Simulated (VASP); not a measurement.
A run of VASP 6.6.1 is set up as follows.

Contents of POSCAR:

```
LiRu12
1.0
    5.4000000000      0.0000000000      0.0000000000
   -4.0500000000      7.0148060000      0.0000000000
    0.0000000000      0.0000000000      4.2768000000
Ru Li
12 1
Direct
   -0.0286113156     -0.0122974013      0.0292512618
    0.1556650761      0.2326103249      0.4713500684
    0.0047658997      0.3377892050     -0.0161088031
    0.1672062780      0.5567723168      0.5093681134
   -0.0016966984      0.6657809974     -0.0138339773
    0.1518014887      0.8685320410      0.4704016903
    0.5118481480     -0.0085857493      0.0272808894
    0.6930031815      0.2337999274      0.4752847104
    0.5147557986      0.3515065780      0.0267382835
    0.6674314445      0.5562858367      0.5125375178
    0.4985365342      0.6650198464     -0.0098894931
    0.6610845862      0.8841427798      0.5169105413
    0.3270320786      0.1081538972      0.7486363970
```

Contents of INCAR.step1:

```
SYSTEM = LiRu12
PREC     = Accurate       ! precision mode
ENCUT    = 520            ! plane-wave cutoff, eV
ISMEAR   = -1             ! smearing method
SIGMA    = 0.1            ! smearing width, eV
LREAL    = .FALSE.        ! projectors in reciprocal space
LASPH    = .TRUE.         ! aspherical terms in the spheres
NELM     = 80             ! most SCF steps
NBANDS   = 98             ! bands
GGA      = PE             ! functional
ALGO     = Normal         ! electronic algorithm
EDIFF    = 1E-4           ! SCF threshold, eV
LWAVE    = .TRUE.         ! write WAVECAR
LCHARG   = .FALSE.        ! write CHGCAR
```

Contents of INCAR.step2:

```
SYSTEM = LiRu12
PREC     = Accurate       ! precision mode
ENCUT    = 520            ! plane-wave cutoff, eV
EDIFF    = 1E-7           ! SCF threshold, eV
ISMEAR   = -1             ! smearing method
SIGMA    = 0.1            ! smearing width, eV
LREAL    = .FALSE.        ! projectors in reciprocal space
LASPH    = .TRUE.         ! aspherical terms in the spheres
NELM     = 80             ! most SCF steps
ALGO     = Normal         ! electronic algorithm
ISIF     = 2              ! what is computed and relaxed
LWAVE    = .FALSE.        ! write WAVECAR
LCHARG   = .TRUE.         ! write CHGCAR
METAGGA  = R2SCAN         ! meta-GGA
LMIXTAU  = .TRUE.       
IVDW     = 12             ! dispersion correction
VDW_S6   = 1.0          
VDW_S8   = 0.78981345   
VDW_A1   = 0.49484001   
VDW_A2   = 5.73083694   
LELF     = .TRUE.         ! ELF
LVHAR    = .TRUE.       
NBANDS   = 98             ! bands
ISTART   = 1
```

File KPOINTS:

```
Automatic mesh
0
G
  2 2 3
  0 0 0
```

Potentials or basis: VASP PAW PBE potentials, release 64 (Ru_pv, Li_sv).

The run is started by

```console
$ cat potpaw_PBE.64/Ru_pv/POTCAR potpaw_PBE.64/Li_sv/POTCAR > POTCAR
$ cp INCAR.step1 INCAR
$ mpirun -np 1 vasp_std > vasp.out
$ cp INCAR.step2 INCAR
$ mpirun -np 1 vasp_std > vasp.out
```

Problem. Predict the largest force.

Solution. 0.110 eV/Å.

Problem. Predict the band gap on the k mesh.

Solution. Zero (an odd number of electrons rules out a gap without spin polarisation).

Forces in eV/Å, atoms in the order of the input:
```
Ru   0.015  0.074 -0.071
Ru   0.048 -0.038  0.072
Ru  -0.011 -0.067 -0.013
Ru  -0.012 -0.033  0.000
Ru   0.034 -0.010  0.015
Ru  -0.031  0.033  0.086
Ru  -0.067 -0.005 -0.074
Ru  -0.038 -0.075  0.046
Ru   0.006 -0.025 -0.064
Ru  -0.032 -0.012 -0.027
Ru   0.007  0.016  0.017
Ru  -0.002  0.071  0.012
Li   0.083  0.073  0.000
```

Caveat: the k points lie up to 0.59 Å⁻¹ apart, too coarse for converged energies and pressures of a metal; the PAW data sets were made with another functional, which shifts forces and pressure a little.
